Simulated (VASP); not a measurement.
# Bi: single point with PBE

The system is Bi.

```
CELL_PARAMETERS angstrom
-1.77361 1.77361 1.77361
1.77361 -1.77361 1.77361
1.77361 1.77361 -1.77361
ATOMIC_POSITIONS crystal
Bi 0.00000 0.00000 0.00000
```

```
Program                : VASP 6.6.1
Task                   : single point
Functional             : PBE
Potentials or basis    : VASP PAW PBE potentials, release 64 (Bi_d)
Cutoff                 : 520 eV
k mesh                 : 8 × 8 × 8
Occupations            : gaussian, width 0.1 eV
Spin                   : no spin polarisation
Dipole correction      : no
Further INCAR settings : ALGO = Normal; EDIFF = 1e-06; NBANDS = 14
```

| Quantity | Value |
| --- | --- |
| Pressure | 40.7 GPa |

Levels at points of the mesh, in eV from the Fermi level:
```tsv
k point	band 5	band 6	band 7	band 8	band 9	band 10	band 11	band 12
(0.00, 0.00, 0.00)	-23.08	-16.32	8.11	8.11	8.11	10.39	10.39	10.39
(0.50, 0.00, 0.00)	-22.85	-10.95	-7.26	2.37	4.27	7.60	8.74	14.74
(0.50, 0.50, 0.50)	-22.90	-6.91	-2.60	-2.60	-2.60	3.37	3.37	16.22
```

It took 12 s on 1 thread of AMD EPYC 7R13 (shared host), peak memory 0.11 GiB.

Caveat: spin-orbit coupling is left out, which moves the levels of the heavy elements.
